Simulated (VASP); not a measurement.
# Si8O17 (a cell with a defect) in VASP: notebook

Si8O17 (a cell with a defect) is run at these levels: PBE+D3(BJ); tasks: single point.

Everything below comes from runs of VASP 6.6.1. Logs are shortened: lines on timing, memory, paths and dates and some standing lists are left out, and cuts for length are marked.

## Step 1: The cell of the first run

The cell holds a defect, 25 atoms: a = 6.934 Å, b = 6.934 Å, c = 6.778 Å, α = 90.00°, β = 90.00°, γ = 90.00°.

## Step 2: Single point, PBE+D3(BJ), collinear spin

File INCAR:

```
SYSTEM = Si8O17
ALGO = Normal ; EDIFF = 1E-6
ENCUT = 520 ; GGA = PE
ISIF = 2 ; ISMEAR = -1
ISPIN = 2 ; IVDW = 12
LASPH = .TRUE. ; LCHARG = .FALSE.
LORBIT = 11 ; LREAL = Auto
LWAVE = .FALSE. ; MAGMOM = 0 0 0 0 0 0 0 0 0 0 0 0 0 0 0 0 0 0 0 0 0 0 0 0 1
NBANDS = 89 ; NELM = 150
PREC = Accurate ; SIGMA = 0.02
```

File KPOINTS:

```
k-points
0
G
  1 1 1
  0 0 0
```

File POSCAR:

```
Si8O17
1.0
   -4.9028000000     -4.9028000000      0.0000000000
    4.9028000000     -4.9028000000      0.0000000000
    0.0000000000      0.0000000000      6.7782000000
Si O
8 17
Direct
    0.1799040721      0.4929805430     -0.0007163125
   -0.0004695820      0.1827056501      0.2635541759
    0.8000793869      0.5039537908      0.4900919394
   -0.0055295753      0.8028742069      0.7417939315
    0.7039733273      0.0038632706      0.0035243294
    0.5006389904      0.6916301681      0.2362135132
    0.3287512208     -0.0051010608      0.5093069241
    0.5112574405      0.3127762008      0.7644408256
    0.3104927409      0.5652301068      0.1835616027
    0.9287914312      0.3120576889      0.4498631778
    0.6644744317      0.4702144805      0.6820252192
    0.0339801788      0.6591688627      0.9250637957
    0.9380012456      0.6869590657      0.5412929540
    0.6785999553      0.5482246804      0.2895614270
    0.0419554877      0.3180583765      0.0726748690
    0.3137923718      0.4275653850      0.8155708335
    0.8347680062      0.0277985860      0.2014826005
    0.4589884858      0.8173272018      0.4330684748
    0.1876625740      0.9242489168      0.6851172209
    0.5998083620      0.2093089325      0.9593597828
    0.4723603658      0.1604894273      0.5873173932
    0.1948617563      0.0737215991      0.3322653318
    0.5523440706      0.8287512963      0.0482143304
    0.8241554312      0.9498850793      0.8051318085
    0.2271503246      0.0349941450     -0.0140815484
```

Potentials or basis: VASP PAW PBE potentials, release 64 (Si, O).

On the command line:

```sh
$ cat potpaw_PBE.64/Si/POTCAR potpaw_PBE.64/O/POTCAR > POTCAR
$ mpirun -np 1 vasp_gam > vasp.out
```

OUTCAR:

```text
SYSTEM = Si8O17
   EDIFF = 1E-6
   ENCUT = 520
   GGA = PE
   ISIF = 2
   ISMEAR = -1
   ISPIN = 2
   IVDW = 12
   LASPH = .TRUE.
   LORBIT = 11
   LREAL = Auto
   NELM = 150
   PREC = Accurate
 IVDW          = 12

 ion  position               nearest neighbor table
   1  0.180  0.493  0.999-  12 1.61  16 1.62   9 1.62  15 1.62   4 3.05   8 3.06   2 3.07   6 3.07

   2  1.000  0.183  0.264-  22 1.62  17 1.62  10 1.62  15 1.63   5 2.97   3 3.04   1 3.07   7 3.11

   3  0.800  0.504  0.490-  11 1.62  10 1.63  13 1.63  14 1.63   6 2.99   4 3.00   8 3.04   2 3.04
[... 12 lines left out ...]
  10  0.929  0.312  0.450-   2 1.62   3 1.63
  11  0.664  0.470  0.682-   3 1.62   8 1.62
  12  0.034  0.659  0.925-   1 1.61   4 1.62
  13  0.938  0.687  0.541-   3 1.63   4 1.63
  14  0.679  0.548  0.290-   6 1.63   3 1.63
[... 8 lines left out ...]
  23  0.552  0.829  0.048-   6 1.63   5 1.63
  24  0.824  0.950  0.805-   4 1.62   5 1.63
  25  0.227  0.035  0.986-

  LATTYP: Found a simple tetragonal cell.
 ALAT       =     6.9336062536
 C/A-ratio  =     0.9775865188

  Lattice vectors:

 A1 = (  -4.9028000000,  -4.9028000000,   0.0000000000)
 A2 = (   4.9028000000,  -4.9028000000,   0.0000000000)
 A3 = (   0.0000000000,   0.0000000000,   6.7782000000)

Analysis of symmetry for initial positions (statically):
=====================================================================
 Subroutine PRICEL returns:
 Original cell was already a primitive cell.

 Routine SETGRP: Setting up the symmetry group for a
 simple tetragonal supercell.

 Subroutine GETGRP returns: Found  1 space group operations
 (whereof  1 operations were pure point group operations)
 out of a pool of 16 trial point group operations.

The static configuration has the point symmetry C_1 .

Analysis of symmetry for dynamics (positions and initial velocities):
=====================================================================
 Subroutine PRICEL returns:
 Original cell was already a primitive cell.

 Routine SETGRP: Setting up the symmetry group for a
 simple tetragonal supercell.

 Subroutine GETGRP returns: Found  1 space group operations
 (whereof  1 operations were pure point group operations)
 out of a pool of 16 trial point group operations.

The dynamic configuration has the point symmetry C_1 .

Analysis of structural, dynamic, and magnetic symmetry:
=====================================================================
 Subroutine PRICEL returns:
 Original cell was already a primitive cell.

 Routine SETGRP: Setting up the symmetry group for a
 simple tetragonal supercell.

 Subroutine GETGRP returns: Found  1 space group operations
 (whereof  1 operations were pure point group operations)
 out of a pool of 16 trial point group operations.

The overall configuration has the point symmetry C_1 .

 Subroutine INISYM returns: Found  1 space group operations
 (whereof  1 operations are pure point group operations),
 and found     1 'primitive' translations

----------------------------------------------------------------------------------------

                                     Primitive cell

  volume of cell :     325.8613

  direct lattice vectors                    reciprocal lattice vectors
    -4.902800000 -4.902800000  0.000000000    -0.101982541 -0.101982541  0.000000000
     4.902800000 -4.902800000  0.000000000     0.101982541 -0.101982541  0.000000000
     0.000000000  0.000000000  6.778200000     0.000000000  0.000000000  0.147531793

  length of vectors
     6.933606254  6.933606254  6.778200000     0.144225092  0.144225092  0.147531793

  position of ions in fractional coordinates (direct lattice)
     0.179904072  0.492980543  0.999283687
     0.999530418  0.182705650  0.263554176
     0.800079387  0.503953791  0.490091939
     0.994470425  0.802874207  0.741793931
[... 73 lines left out ...]

 Found      1 irreducible k-points:

 Following reciprocal coordinates:
            Coordinates               Weight
  0.000000  0.000000  0.000000      1.000000
   k-points           NKPTS =      1   k-points in BZ     NKDIM =      1   number of bands    NBANDS=     89
   number of dos      NEDOS =    301   number of ions     NIONS =     25
   total plane-waves  NPLWV = 145800
   dimension x,y,z NGX =    54 NGY =   54 NGZ =   50
   dimension x,y,z NGXF=   108 NGYF=  108 NGZF=  100
   ions per type =               8  17
   NGX,Y,Z   is equivalent  to a cutoff of  12.95, 12.95, 12.26 a.u.
   NGXF,Y,Z  is equivalent  to a cutoff of  25.89, 25.89, 24.53 a.u.
 SYSTEM =  Si8O17
   PREC   = accura    normal or accurate (medium, high low for compatibility)
   ISTART =      0    job   : 0-new  1-cont  2-samecut
   ICHARG =      2    charge: 1-file 2-atom 10-const
   ISPIN  =      2    spin polarized calculation?
   LNONCOLLINEAR =      F non collinear calculations
   LSORBIT =      F    spin-orbit coupling
   LASPH  =      T    aspherical Exc in radial PAW
   ENCUT  =  520.0 eV  38.22 Ry    6.18 a.u.  12.89 12.89 12.60*2*pi/ulx,y,z
   NELM   =    150;   NELMIN=  2; NELMDL= -5     # of ELM steps
   EDIFF  = 0.1E-05   stopping-criterion for ELM
   LREAL  =      T    real-space projection
   EDIFFG = 0.1E-04   stopping-criterion for IOM
   NSW    =      0    number of steps for IOM
   IBRION =     -1    ionic relax: 0-MD 1-quasi-New 2-CG
   NFREE  =      0    steps in history (QN), initial steepest desc. (CG)
   ISIF   =      2    stress and relaxation
   ISYM   =      2    0-nonsym 1-usesym 2-fastsym
   POTIM  = 0.5000    time-step for ionic-motion
   TEBEG  =    0.0;   TEEND  =   0.0 temperature during run
   PSTRESS=    0.0 pullay stress
   NELECT =     134.0000    total number of electrons
   NUPDOWN=      -1.0000    fix difference up-down
   EMIN   =  10.00;   EMAX   =-10.00  energy-range for DOS
   EFERMI =   0.00;   METHOD = LEGACY
   ISMEAR =    -1;   SIGMA  =   0.02  broadening in eV -4-tet -1-fermi 0-gaus
   EFERMI_NEDOS =   21; number of points for ismear=-14 and -15
   IALGO  =     38    algorithm
   IMIX   =      4    mixing-type and parameters
     AMIX     =   0.40;   BMIX     =  1.00
     AMIX_MAG =   1.60;   BMIX_MAG =  1.00
  volume/ion in A,a.u.               =      13.03        87.96
  Fermi-wavevector in a.u.,A,eV,Ry     =   1.217397  2.300547 20.164585  1.482055
  Thomas-Fermi vector in A             =   2.352719
   LORBIT       =     11    0 simple, 1 ext, 2 COOP (PROOUT), +10 PAW based schemes
   GGA     = PE    functional components
   LHFCALC =     F    Hartree Fock is set to
   AEXX    =    0.0000 exact exchange contribution
   IVDW    =    12    specifies the selected vdW correction
   LEPSILON=     F    determine dielectric tensor
   LRPA    =     F    only Hartree local field effects (RPA)
 spin polarized calculation
  energy-cutoff  :      520.00
  volume of cell :      325.86
 maximum number of plane-waves:      4371
 NGX is ok and might be reduce to    50
   NGX = 25   NGY = 25   NGZ = 25

 number of electron     134.0000004 magnetization       1.9999801

 Free energy of the ion-electron system (eV)
  ---------------------------------------------------
  ext. energy  EPLUGINS =         0.00000000
  ---------------------------------------------------
  free energy    TOTEN  =      -190.89963635 eV

  energy without entropy =     -190.89963635  energy(sigma->0) =     -190.89963635

 E-fermi :   2.2530     XC(G=0):  -8.9828

 val. band max:        1.7609677479   @ k =   0.0000   0.0000   0.0000
 cond. band min:       3.0720941820   @ k =   0.0000   0.0000   0.0000
 fundamental gap:      1.3111264341
 Fermi energy:         2.2529959547

 spin component 1

 k-point     1 :       0.0000    0.0000    0.0000
  band No.  band energies     occupation
      1     -18.7877      1.00000
      2     -17.9312      1.00000
      3     -17.8388      1.00000
      4     -17.8115      1.00000
      5     -17.7422      1.00000
      6     -17.7367      1.00000
[... 71 lines left out ...]
     78      10.4600      0.00000
     79      10.5321      0.00000
 Fermi energy:         2.2529959547

 spin component 2

 k-point     1 :       0.0000    0.0000    0.0000
  band No.  band energies     occupation
      1     -18.7396      1.00000
      2     -17.8572      1.00000
      3     -17.7885      1.00000
      4     -17.7817      1.00000
      5     -17.7298      1.00000
      6     -17.7249      1.00000
[... 71 lines left out ...]
     78      10.4987      0.00000
     79      10.5614      0.00000
 [bands above 79 left out]

------------------------ aborting loop because EDIFF is reached ----------------------------------------

 Edisp (eV)   -3.33077

 E8    (eV) :    -1.1096

  FORCE on cell =-STRESS in cart. coord.  units (eV):
  Direction    XX          YY          ZZ          XY          YZ          ZX
  --------------------------------------------------------------------------------------
  -------------------------------------------------------------------------------------
  Total       4.86318     4.58290     6.49703     0.19158    -0.13975     0.62325
  in kB      23.91103    22.53297    31.94424     0.94197    -0.68711     3.06434
  external pressure =       26.13 kB  Pullay stress =        0.00 kB

 VOLUME and BASIS-vectors are now :
 -----------------------------------------------------------------------------
  energy-cutoff  :      520.00
  volume of cell :      325.86
      direct lattice vectors                 reciprocal lattice vectors
    -4.902800000 -4.902800000  0.000000000    -0.101982541 -0.101982541  0.000000000
     4.902800000 -4.902800000  0.000000000     0.101982541 -0.101982541  0.000000000
     0.000000000  0.000000000  6.778200000     0.000000000  0.000000000  0.147531793

 POSITION                                       TOTAL-FORCE (eV/Angst)
 -----------------------------------------------------------------------------------
      1.53495     -3.29902      6.77334         0.013872      0.009000     -0.003076
     -4.00473     -5.79627      1.78642        -0.056524      0.032113      0.009843
     -1.45184     -6.39341      3.32194        -0.007833     -0.017126      0.007287
     -0.93936     -8.81202      5.02803         0.023058     -0.051553     -0.036256
     -3.43250     -3.47038      0.02389         0.001062      0.014355     -0.027513
      0.93639     -5.84546      1.60110        -0.027026      0.019347     -0.021816
[... 17 lines left out ...]
      0.61643     -8.69777      5.45734         0.005252      0.023563      0.027240
     -0.94210     -1.28524      6.68275         0.003434     -0.006288      0.029848
 -----------------------------------------------------------------------------------
    total drift:                               -0.005859     -0.013757      0.007053

  FREE ENERGIE OF THE ION-ELECTRON SYSTEM (eV)
  ---------------------------------------------------
  free  energy   TOTEN  =      -194.2304054075 eV

  energy  without entropy=     -194.2304054075  energy(sigma->0) =     -194.23040541

 total charge

# of ion       s       p       d       tot
------------------------------------------
    1        0.646   0.999   0.000   1.645
    2        0.644   0.990   0.000   1.635
    3        0.647   0.991   0.000   1.638
    4        0.645   0.992   0.000   1.637
    5        0.645   0.986   0.000   1.632
    6        0.646   0.991   0.000   1.637
[... 17 lines left out ...]
   24        1.551   3.691   0.000   5.241
   25        1.626   3.014   0.000   4.640
--------------------------------------------------
tot         31.607  69.999   0.000 101.606

 magnetization (x)

# of ion       s       p       d       tot
------------------------------------------
    1       -0.000   0.000   0.000   0.000
    2       -0.000  -0.001   0.000  -0.002
    3       -0.000   0.000   0.000   0.000
    4       -0.000  -0.000   0.000  -0.000
    5       -0.000   0.000   0.000   0.000
    6       -0.000   0.000   0.000  -0.000
[... 17 lines left out ...]
   24       -0.000   0.002   0.000   0.002
   25        0.016   1.379   0.000   1.395
--------------------------------------------------
tot          0.028   1.631   0.000   1.660
```

It took 96 s on 1 thread of AMD EPYC 7R43 (Zen 3), shared host; peak memory 0.4 GiB.

What came out:

| Property | Result |
| --- | --- |
| Free energy | -194.2304 eV |
| Pressure | 2.6 GPa |
| Largest force | 0.067 eV/Å |
| Band gap on the k mesh | 1.31 eV |
| Net moment | 2.00 μB per cell |
| Site moments | Si +0.00, -0.00; O -0.00, +0.00, +0.06, +0.11, +0.02, +1.40 μB |
| Valence electrons inside the program's atomic spheres | Si 1.65, 1.64, 1.63, 1.66; O 5.24, 5.25, 5.23, 5.22, 4.64 |
| Dispersion energy per atom | -0.133 eV |

Forces on the atoms (eV/Å):
```
Si   0.014  0.009 -0.003
Si  -0.057  0.032  0.010
Si  -0.008 -0.017  0.007
Si   0.023 -0.052 -0.036
Si   0.001  0.014 -0.028
Si  -0.027  0.019 -0.022
Si  -0.024 -0.001 -0.004
Si   0.018 -0.026 -0.006
O    0.006 -0.012 -0.008
O    0.014  0.002 -0.001
O    0.005 -0.013 -0.002
O   -0.014 -0.036  0.021
O   -0.014  0.016  0.008
O    0.009 -0.012  0.000
O    0.014 -0.018 -0.009
O    0.003  0.001 -0.007
O    0.002  0.024  0.006
O    0.009  0.012 -0.009
O    0.009  0.038 -0.016
O    0.000  0.012  0.000
O    0.009 -0.006  0.018
O    0.004 -0.010 -0.009
O   -0.006  0.006  0.036
O    0.005  0.024  0.027
O    0.003 -0.006  0.030
```

Stress tensor (GPa, compression positive):
```
 2.39  0.09  0.31
 0.09  2.25 -0.07
 0.31 -0.07  3.19
```

Caveat: the k points lie up to 0.93 Å⁻¹ apart.

## Step 3: Single point, PBE+D3(BJ), collinear spin

File INCAR:

```
SYSTEM = Si8O17
  PREC = Accurate
  ENCUT = 520
  EDIFF = 1E-6
  ISMEAR = -1
  SIGMA = 0.02
  LREAL = Auto
  LASPH = .TRUE.
  NELM = 150
  ALGO = Normal
  ISIF = 2
  LWAVE = .FALSE.
  LCHARG = .FALSE.
  ISPIN = 2
  MAGMOM = 0 0 0 0 0 0 0 0 0 0 0 0 0 0 0.06 0 0 0 0.1 0 0 0.06 0 0 1.56
  LORBIT = 11
  GGA = PE
  IVDW = 12
  NBANDS = 89
```

File KPOINTS:

```
regular mesh
0
G
  1 1 1
  0 0 0
```

File POSCAR:

```
Si8O17
1.0
   -4.9028000000     -4.9028000000      0.0000000000
    4.9028000000     -4.9028000000      0.0000000000
    0.0000000000      0.0000000000      6.7782000000
Si O
8 17
Direct
    0.1985498083      0.4869564331      0.0055324422
   -0.0017948927      0.1706983764      0.2401670060
    0.8087623399      0.4956759403      0.4897760467
    0.0039977156      0.7999102554      0.7587560119
    0.6922064942     -0.0086583177     -0.0100174088
    0.4990005711      0.6884025455      0.2534006078
    0.3026739822      0.0019070735      0.5195332094
    0.5134005058      0.3257322346      0.7528399870
    0.3603655054      0.5133597128      0.1775250066
    0.8908378886      0.2859794403      0.4261750907
    0.6488333197      0.4879864567      0.6591868048
    0.1137105328      0.7045769764      0.9549732967
    0.9787570368      0.6345047728      0.5840636157
    0.7105735498      0.5949049523      0.2991797232
    0.0255466264      0.3455270458      0.0716266856
    0.3057946480      0.4371481602      0.7951225989
    0.8394794811      0.0186424084      0.1806821870
    0.4051970303      0.7988292404      0.4386857868
    0.1515358571      0.9642347230      0.6909946593
    0.6341478339      0.2180386718      0.9315895075
    0.4719751978      0.1427143673      0.5993626627
    0.2047197520      0.1016358000      0.3242011153
    0.5181528922      0.8573672187      0.0819981706
    0.7881516684      0.8884209023      0.7969962527
    0.2176511381      0.0641266215     -0.0180431383
```

Potentials or basis: VASP PAW PBE potentials, release 64 (Si, O).

On the command line:

```sh
$ cat potpaw_PBE.64/Si/POTCAR potpaw_PBE.64/O/POTCAR > POTCAR
$ mpirun -np 1 vasp_gam > vasp.out
```

Run time: 1.8 min. Hardware: 1 thread of AMD EPYC 7R43 (Zen 3), shared host; peak memory 0.4 GiB.

The run converged. Its results:

```
Free energy                                           : -193.1411 eV
Pressure                                              : 0.0 GPa
Largest force                                         : 3.218 eV/Å
Band gap on the k mesh                                : 1.39 eV
Net moment                                            : 2.00 μB per cell
Site moments                                          : Si -0.00, +0.00; O -0.00, +0.00, +0.02, +0.09, +0.01, +0.10, +0.07, +1.37 μB
Valence electrons inside the program's atomic spheres : Si 1.62, 1.65, 1.61, 1.58, 1.60; O 5.23, 5.22, 5.27, 5.19, 5.20, 5.24, 5.25, 5.26, 5.21, 4.65
Dispersion energy per atom                            : -0.133 eV
```

Forces on the atoms (eV/Å):
```
Si   0.810 -1.350 -0.875
Si   1.708 -1.689  0.534
Si  -0.850 -1.227 -0.237
Si  -1.385  2.215  0.623
Si   1.086 -0.294  0.903
Si   0.281 -0.578 -0.616
Si  -1.921 -1.493 -2.107
Si  -0.527  1.957  0.106
O    0.083  0.041  0.170
O   -0.155 -0.354  0.173
O    0.160  0.460  0.501
O    0.789  1.014 -0.402
O    0.285 -0.391  0.131
O    0.788 -0.081 -0.469
O   -0.650  0.317  0.160
O   -1.460  0.230  0.664
O   -0.472  1.442 -1.276
O    1.165 -0.007  1.211
O    0.761 -0.007 -0.564
O   -0.086  0.779  0.132
O    0.561 -0.287  0.090
O   -0.264  0.367  0.720
O   -0.548 -0.372 -0.621
O   -0.429 -0.431  0.598
O    0.271 -0.262  0.450
```

Stress tensor (GPa, compression positive):
```
-3.15  1.86  0.76
 1.86  1.88  1.69
 0.76  1.69  1.38
```

Levels at points of the mesh, in eV from the valence-band top:
Spin up:
| k point | band 66 | band 67 | band 68 | band 69 | band 70 | band 71 |
| --- | --- | --- | --- | --- | --- | --- |
| (0.00, 0.00, 0.00) | -0.75 | -0.71 | -0.57 | 4.95 | 7.67 | 7.77 |
Spin down:
```
           k point  band 62  band 63  band 64  band 65  band 66  band 67  band 68  band 69  band 70  band 71
(0.00, 0.00, 0.00)    -1.08    -1.01    -0.79    -0.66     0.00     1.39     1.86     4.98     7.69     7.81
```

Caveat: the k points lie up to 0.93 Å⁻¹ apart.

(Part 1 of 2 ends here.)
